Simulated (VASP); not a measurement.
# InSe (P-6m2) in VASP: notebook

InSe is run at these levels: PBE+D3(BJ); tasks: single point.

All numbers are computed with VASP 6.6.1; they aren't measurements. Logs are shortened: lines on timing, memory, paths and dates and some standing lists are left out, and cuts for length are marked.

**1. The cell of the first run**

The structure is hexagonal, space group P-6m2 (No. 187). The conventional cell has a = 4.064 Å, b = 4.064 Å, c = 16.880 Å, α = 90.00°, β = 90.00°, γ = 120.00°. Within 3.5 Å of In (site symmetry 3m) lie 3 Se at 2.67 Å and 1 In at 2.81 Å. Within 3.5 Å of In (site symmetry 3m) lie 3 Se at 2.67 Å and 1 In at 2.81 Å. Se (site symmetry 3m) has 3 In at 2.67 Å within 3.5 Å. Within 3.5 Å of Se (site symmetry 3m) lie 3 In at 2.67 Å.

**2. Single point, PBE+D3(BJ) (volume scaled by 1.03, then relaxed in part)**

Input file INCAR:

```
PREC = Accurate ; ENCUT = 520
EDIFF = 1E-6 ; ISMEAR = 0
SIGMA = 0.01 ; LREAL = False
LASPH = True ; NELM = 60
ALGO = Normal ; ISIF = 2
LWAVE = False ; LCHARG = False
GGA = PE ; IVDW = 12
NBANDS = 48
```

Input file KPOINTS:

```
regular mesh
0
Gamma
  12 12 2
```

Input file POSCAR:

```
InSe
1.0
    4.0642358090      0.0000000000      0.0000000000
   -2.0321179045      3.5197314576      0.0000000000
    0.0000000000      0.0000000000     16.8798669182
In Se
4 4
Direct
    0.0000000000      0.0000000000      0.5830920452
    0.0000000000      0.0000000000      0.4169079548
    0.3333333333      0.6666666667      0.9169103622
    0.3333333333      0.6666666667      0.0830896378
    0.6666666667      0.3333333333      0.8412889732
    0.6666666667      0.3333333333      0.1587110268
    0.3333333333      0.6666666667      0.6586434811
    0.3333333333      0.6666666667      0.3413565189
```

Potentials or basis: VASP PAW PBE potentials, release 64 (In_d, Se).

Command:

```bash
> cat potpaw_PBE.64/In_d/POTCAR potpaw_PBE.64/Se/POTCAR > POTCAR
> mpirun -np 1 vasp_std > vasp.out
```

OUTCAR:

```text
PREC = Accurate
   ENCUT = 520
   EDIFF = 1E-6
   ISMEAR = 0
   LREAL = False
   LASPH = True
   NELM = 60
   ISIF = 2
   GGA = PE
   IVDW = 12
 IVDW          = 12

 ion  position               nearest neighbor table
   1  0.000  0.000  0.583-   7 2.67   7 2.67   7 2.67   2 2.81
   2  0.000  0.000  0.417-   8 2.67   8 2.67   8 2.67   1 2.81
   3  0.333  0.667  0.917-   5 2.67   5 2.67   5 2.67   4 2.81
   4  0.333  0.667  0.083-   6 2.67   6 2.67   6 2.67   3 2.81
   5  0.667  0.333  0.841-   3 2.67   3 2.67   3 2.67
   6  0.667  0.333  0.159-   4 2.67   4 2.67   4 2.67
   7  0.333  0.667  0.659-   1 2.67   1 2.67   1 2.67
   8  0.333  0.667  0.341-   2 2.67   2 2.67   2 2.67

  LATTYP: Found a hexagonal cell.
 ALAT       =     4.0642358090
 C/A-ratio  =     4.1532695718

  Lattice vectors:

 A1 = (   4.0642358090,   0.0000000000,   0.0000000000)
 A2 = (  -2.0321179045,   3.5197314576,   0.0000000000)
 A3 = (   0.0000000000,   0.0000000000,  16.8798669182)

Analysis of symmetry for initial positions (statically):
=====================================================================
 Subroutine PRICEL returns:
 Original cell was already a primitive cell.

 Routine SETGRP: Setting up the symmetry group for a
 hexagonal supercell.

 Subroutine GETGRP returns: Found 12 space group operations
 (whereof 12 operations were pure point group operations)
 out of a pool of 24 trial point group operations.

The static configuration has the point symmetry D_3h.

Analysis of symmetry for dynamics (positions and initial velocities):
=====================================================================
 Subroutine PRICEL returns:
 Original cell was already a primitive cell.

 Routine SETGRP: Setting up the symmetry group for a
 hexagonal supercell.

 Subroutine GETGRP returns: Found 12 space group operations
 (whereof 12 operations were pure point group operations)
 out of a pool of 24 trial point group operations.

The dynamic configuration has the point symmetry D_3h.

 Subroutine INISYM returns: Found 12 space group operations
 (whereof 12 operations are pure point group operations),
 and found     1 'primitive' translations

----------------------------------------------------------------------------------------

                                     Primitive cell

  volume of cell :     241.4668

  direct lattice vectors                    reciprocal lattice vectors
     4.064235809  0.000000000  0.000000000     0.246048715  0.142056292  0.000000000
    -2.032117905  3.519731458  0.000000000     0.000000000  0.284112584  0.000000000
     0.000000000  0.000000000 16.879866918     0.000000000  0.000000000  0.059242173

  length of vectors
     4.064235809  4.064235809 16.879866918     0.284112584  0.284112584  0.059242173

  position of ions in fractional coordinates (direct lattice)
     0.000000000  0.000000000  0.583092045
     0.000000000  0.000000000  0.416907955
     0.333333333  0.666666667  0.916910362
     0.333333333  0.666666667  0.083089638
     0.666666667  0.333333333  0.841288973
     0.666666667  0.333333333  0.158711027
     0.333333333  0.666666667  0.658643481
     0.333333333  0.666666667  0.341356519

  ion indices of the primitive-cell ions
   primitive index   ion index
                 1           1
                 2           2
                 3           3
                 4           4
                 5           5
                 6           6
                 7           7
                 8           8

----------------------------------------------------------------------------------------

 KPOINTS: regular mesh

Automatic generation of k-mesh.
 Grid dimensions read from file:
 generate k-points for:   12   12    2

 Generating k-lattice:

  Cartesian coordinates                     Fractional coordinates (reciprocal lattice)
     0.020504060  0.011838024  0.000000000     0.083333333  0.000000000  0.000000000
     0.000000000  0.023676049  0.000000000     0.000000000  0.083333333  0.000000000
     0.000000000  0.000000000  0.029621087     0.000000000  0.000000000  0.500000000

  Length of vectors
     0.023676049  0.023676049  0.029621087

  Shift w.r.t. Gamma in fractional coordinates (k-lattice)
     0.000000000  0.000000000  0.000000000

 Subroutine IBZKPT returns following result:
 ===========================================

 Found     38 irreducible k-points:

 Following reciprocal coordinates:
            Coordinates               Weight
  0.000000  0.000000  0.000000      1.000000
  0.083333  0.000000  0.000000      6.000000
  0.166667  0.000000  0.000000      6.000000
  0.250000  0.000000  0.000000      6.000000
  0.333333  0.000000  0.000000      6.000000
  0.416667  0.000000  0.000000      6.000000
[... 16 lines left out ...]
  0.250000  0.000000  0.500000      6.000000
  0.333333  0.000000  0.500000      6.000000
 [... further k-points ...]
   k-points           NKPTS =     38   k-points in BZ     NKDIM =     38   number of bands    NBANDS=     48
   number of dos      NEDOS =    301   number of ions     NIONS =      8
   total plane-waves  NPLWV = 113400
   dimension x,y,z NGX =    30 NGY =   30 NGZ =  126
   dimension x,y,z NGXF=    60 NGYF=   60 NGZF=  252
   ions per type =               4   4
   NGX,Y,Z   is equivalent  to a cutoff of  12.27, 12.27, 12.41 a.u.
   NGXF,Y,Z  is equivalent  to a cutoff of  24.54, 24.54, 24.82 a.u.
 SYSTEM =  unknown system
   PREC   = accura    normal or accurate (medium, high low for compatibility)
   ISTART =      0    job   : 0-new  1-cont  2-samecut
   ICHARG =      2    charge: 1-file 2-atom 10-const
   ISPIN  =      1    spin polarized calculation?
   LNONCOLLINEAR =      F non collinear calculations
   LSORBIT =      F    spin-orbit coupling
   LASPH  =      T    aspherical Exc in radial PAW
   ENCUT  =  520.0 eV  38.22 Ry    6.18 a.u.   7.56  7.56 31.39*2*pi/ulx,y,z
   NELM   =     60;   NELMIN=  2; NELMDL= -5     # of ELM steps
   EDIFF  = 0.1E-05   stopping-criterion for ELM
   LREAL  =      F    real-space projection
   EDIFFG = 0.1E-04   stopping-criterion for IOM
   NSW    =      0    number of steps for IOM
   IBRION =     -1    ionic relax: 0-MD 1-quasi-New 2-CG
   NFREE  =      0    steps in history (QN), initial steepest desc. (CG)
   ISIF   =      2    stress and relaxation
   ISYM   =      2    0-nonsym 1-usesym 2-fastsym
   POTIM  = 0.5000    time-step for ionic-motion
   TEBEG  =    0.0;   TEEND  =   0.0 temperature during run
   PSTRESS=    0.0 pullay stress
   NELECT =      76.0000    total number of electrons
   NUPDOWN=      -1.0000    fix difference up-down
   EMIN   =  10.00;   EMAX   =-10.00  energy-range for DOS
   EFERMI =   0.00;   METHOD = LEGACY
   ISMEAR =     0;   SIGMA  =   0.01  broadening in eV -4-tet -1-fermi 0-gaus
   EFERMI_NEDOS =   21; number of points for ismear=-14 and -15
   IALGO  =     38    algorithm
   IMIX   =      4    mixing-type and parameters
     AMIX     =   0.40;   BMIX     =  1.00
     AMIX_MAG =   1.60;   BMIX_MAG =  1.00
  volume/ion in A,a.u.               =      30.18       203.69
  Fermi-wavevector in a.u.,A,eV,Ry     =   1.113594  2.104388 16.872470  1.240092
  Thomas-Fermi vector in A             =   2.250180
   LORBIT       =      0    0 simple, 1 ext, 2 COOP (PROOUT), +10 PAW based schemes
   GGA     = PE    functional components
   LHFCALC =     F    Hartree Fock is set to
   AEXX    =    0.0000 exact exchange contribution
   IVDW    =    12    specifies the selected vdW correction
   LEPSILON=     F    determine dielectric tensor
   LRPA    =     F    only Hartree local field effects (RPA)
 non-spin polarized calculation
 Gauss-broadening in eV      SIGMA  =   0.01
  energy-cutoff  :      520.00
  volume of cell :      241.47
 maximum number of plane-waves:      6551
   NGX = 15   NGY = 15   NGZ = 63

 number of electron      76.0000035 magnetization

 Free energy of the ion-electron system (eV)
  ---------------------------------------------------
  ext. energy  EPLUGINS =         0.00000000
  ---------------------------------------------------
  free energy    TOTEN  =       -28.37704120 eV

  energy without entropy =      -28.37704120  energy(sigma->0) =      -28.37704120

 E-fermi :   3.8757     XC(G=0):  -8.7639

 val. band max:        3.8316241370   @ k =   0.0000   0.0000   0.0000
 cond. band min:       4.1004391736   @ k =   0.0000   0.0000   0.0000
 fundamental gap:      0.2688150365
 Fermi energy:         3.8757455596

 k-point     1 :       0.0000    0.0000    0.0000
  band No.  band energies     occupation
      1     -10.9617      2.00000
      2     -10.9587      2.00000
      3     -10.7810      2.00000
      4     -10.7810      2.00000
      5     -10.7777      2.00000
      6     -10.7777      2.00000
[... 40 lines left out ...]
     47       9.0447      0.00000
     48       9.1917      0.00000

 k-point     2 :       0.0833    0.0000    0.0000
  band No.  band energies     occupation
      1     -10.9612      2.00000
      2     -10.9582      2.00000
      3     -10.8034      2.00000
      4     -10.7992      2.00000
      5     -10.7801      2.00000
      6     -10.7767      2.00000
[... 40 lines left out ...]
     47       8.8211      0.00000
     48       9.0307      0.00000

 k-point     3 :       0.1667    0.0000    0.0000
  band No.  band energies     occupation
      1     -10.9632      2.00000
      2     -10.9603      2.00000
      3     -10.8547      2.00000
      4     -10.8470      2.00000
      5     -10.7889      2.00000
      6     -10.7802      2.00000
[... 1060 lines left out ...]
     47       8.3044      0.00000
     48       8.3073      0.00000

 k-point    24 :       0.3333    0.0000    0.5000
  band No.  band energies     occupation
      1     -11.0186      2.00000
      2     -11.0163      2.00000
      3     -10.9114      2.00000
      4     -10.9112      2.00000
      5     -10.9027      2.00000
      6     -10.9013      2.00000
[... 40 lines left out ...]
     47       8.3006      0.00000
     48       8.3038      0.00000

 [... further k-points ...]

------------------------ aborting loop because EDIFF is reached ----------------------------------------

 Edisp (eV)   -2.31696

 E8    (eV) :    -1.0619

  FORCE on cell =-STRESS in cart. coord.  units (eV):
  Direction    XX          YY          ZZ          XY          YZ          ZX
  --------------------------------------------------------------------------------------
  -------------------------------------------------------------------------------------
  Total      -1.07143    -1.07143    -0.88093     0.00000     0.00000     0.00000
  in kB      -7.10914    -7.10914    -5.84513     0.00000     0.00000     0.00000
  external pressure =       -6.69 kB  Pullay stress =        0.00 kB

 VOLUME and BASIS-vectors are now :
 -----------------------------------------------------------------------------
  energy-cutoff  :      520.00
  volume of cell :      241.47
      direct lattice vectors                 reciprocal lattice vectors
     4.064235809  0.000000000  0.000000000     0.246048715  0.142056292  0.000000000
    -2.032117905  3.519731458  0.000000000     0.000000000  0.284112584  0.000000000
     0.000000000  0.000000000 16.879866918     0.000000000  0.000000000  0.059242173

 POSITION                                       TOTAL-FORCE (eV/Angst)
 -----------------------------------------------------------------------------------
      0.00000      0.00000      9.84252        -0.000000     -0.000000     -0.007734
      0.00000      0.00000      7.03735         0.000000     -0.000000      0.007734
     -0.00000      2.34649     15.47732         0.000000     -0.000000      0.006976
     -0.00000      2.34649      1.40254         0.000000     -0.000000     -0.006976
      2.03212      1.17324     14.20085        -0.000000      0.000000     -0.008590
      2.03212      1.17324      2.67902        -0.000000     -0.000000      0.008590
     -0.00000      2.34649     11.11781        -0.000000      0.000000      0.009524
     -0.00000      2.34649      5.76205        -0.000000     -0.000000     -0.009524
 -----------------------------------------------------------------------------------
    total drift:                               -0.000000      0.000000     -0.000000

  FREE ENERGIE OF THE ION-ELECTRON SYSTEM (eV)
  ---------------------------------------------------
  free  energy   TOTEN  =       -30.6939982675 eV

  energy  without entropy=      -30.6939982675  energy(sigma->0) =      -30.69399827
```

Run time: 3.9 min. Hardware: 1 thread of Intel Xeon 6975P-C (Granite Rapids), shared host; peak memory 0.53 GiB.

What came out:

* Free energy: -30.6940 eV
* Pressure: -0.7 GPa
* Largest force: 0.010 eV/Å
* Band gap on the k mesh: 0.27 eV, direct
* Dispersion energy per atom: -0.290 eV

Forces on the atoms (eV/Å):
```
In   0.000  0.000 -0.008
In   0.000  0.000  0.008
In   0.000  0.000  0.007
In   0.000  0.000 -0.007
Se   0.000  0.000 -0.009
Se   0.000  0.000  0.009
Se   0.000  0.000  0.010
Se   0.000  0.000 -0.010
```

Caveat: spin-orbit coupling is left out, which moves the levels of the heavy elements.

**3. Single point, PBE+D3(BJ) (volume scaled by 1.06, then relaxed in part)**

Input file INCAR:

```
PREC = Accurate
ENCUT = 520
EDIFF = 1E-7
ISMEAR = 0
SIGMA = 0.01
LREAL = F
LASPH = T
NELM = 60
ALGO = Normal
ISIF = 2
LWAVE = F
LCHARG = F
GGA = PE
IVDW = 12
NBANDS = 48
```

KPOINTS is that of step 2.

Input file POSCAR:

```
InSe
1.0
    4.0764434657      0.0000000000      0.0000000000
   -2.0382217328      3.5303035984      0.0000000000
    0.0000000000      0.0000000000     17.2676249591
In Se
4 4
Direct
    0.0000000000      0.0000000000      0.5814660307
    0.0000000000      0.0000000000      0.4185339693
    0.3333333333      0.6666666667      0.9185390709
    0.3333333333      0.6666666667      0.0814609291
    0.6666666667      0.3333333333      0.8447872503
    0.6666666667      0.3333333333      0.1552127497
    0.3333333333      0.6666666667      0.6551893625
    0.3333333333      0.6666666667      0.3448106375
```

Potentials or basis: VASP PAW PBE potentials, release 64 (In_d, Se).

Command:

```bash
> cat potpaw_PBE.64/In_d/POTCAR potpaw_PBE.64/Se/POTCAR > POTCAR
> mpirun -np 1 vasp_std > vasp.out
```

Run time: 3.9 min. Hardware: 1 thread of Intel Xeon 6975P-C (Granite Rapids), shared host; peak memory 0.54 GiB.

Results (log left out):

```yaml
Free_energy: -30.6569 eV
Pressure: -1.0 GPa
Largest_force: 0.019 eV/Å
Band_gap_on_the_k_mesh: 0.36 eV, direct
Dispersion_energy_per_atom: -0.280 eV
```

Forces on the atoms (eV/Å):
```
In   0.000  0.000 -0.013
In   0.000  0.000  0.013
In   0.000  0.000  0.014
In   0.000  0.000 -0.014
Se   0.000  0.000 -0.019
Se   0.000  0.000  0.019
Se   0.000  0.000  0.019
Se   0.000  0.000 -0.019
```

Levels at points of the mesh, in eV from the valence-band top:
| k point | band 34 | band 35 | band 36 | band 37 | band 38 | band 39 | band 40 | band 41 | band 42 | band 43 |
| --- | --- | --- | --- | --- | --- | --- | --- | --- | --- | --- |
| (0.00, 0.00, 0.00) | -1.19 | -1.19 | -1.11 | -1.11 | 0.00 | 0.36 | 1.47 | 2.01 | 2.06 | 4.21 |
| (0.50, 0.00, 0.00) | -2.15 | -2.07 | -1.97 | -1.66 | -1.46 | 1.38 | 1.46 | 1.72 | 1.80 | 3.45 |
| (0.00, 0.00, 0.50) | -1.14 | -1.14 | -1.14 | -0.80 | -0.77 | 1.04 | 1.09 | 2.04 | 2.05 | 4.24 |
| (0.50, 0.00, 0.50) | -2.21 | -2.03 | -2.02 | -1.55 | -1.45 | 1.28 | 1.38 | 1.74 | 1.97 | 3.41 |

Caveat: spin-orbit coupling is left out, which moves the levels of the heavy elements. A k mesh can miss the band edges.
